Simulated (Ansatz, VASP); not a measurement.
**VN2: VASP beside Ansatz**

```
V N
1.0
    -2.04568    2.04568    2.36003
     2.04568   -2.04568    2.36003
     2.04568    2.04568   -2.36003
V N
2 4
Direct
  0.25000 0.25000 0.00000
  0.75000 0.75000 0.00000
  0.11357 0.61357 0.72715
  0.61357 0.88643 0.50000
  0.88643 0.38643 0.27285
  0.38643 0.11357 0.50000
```

Change from the starting cell: strain -0.050 along x and y, -0.050 along z, atoms carried along.

Alike in both runs: task single point; functional PBE; k mesh 16 × 16 × 16; occupations gaussian, width 0.15 eV; no spin polarisation.

```csv
,VASP,Ansatz
version,VASP 6.6.1,Ansatz 0.2.0
potentials or method,"VASP PAW PBE potentials, release 64 (V_sv, N), cutoff 520 eV","scalar-relativistic, plane waves, PAW"
valence electrons in the cell,46,46
```

Ansatz gave:

- gap on the k mesh at the Fermi level (eV): none
- pressure (GPa): 70.3
- traceless stress, the component that is largest in VASP (GPa): -6.61
- rms of the force components (eV/Å): 0.674

Problem. What did VASP give for the same quantities?

Solution. gap on the k mesh at the Fermi level (eV): none; pressure (GPa): 72.0; traceless stress, the component that is largest in VASP (GPa): -6.73; rms of the force components (eV/Å): 0.699.

Atom by atom the forces differ by 0.025 eV/Å (rms over components). A gap of «none» marks a metal or a gap that the smearing closes. Both programs put the cell under a high pressure, so it lies far from rest at this level.

Noted on VASP's run: the cell as given lies far from equilibrium.
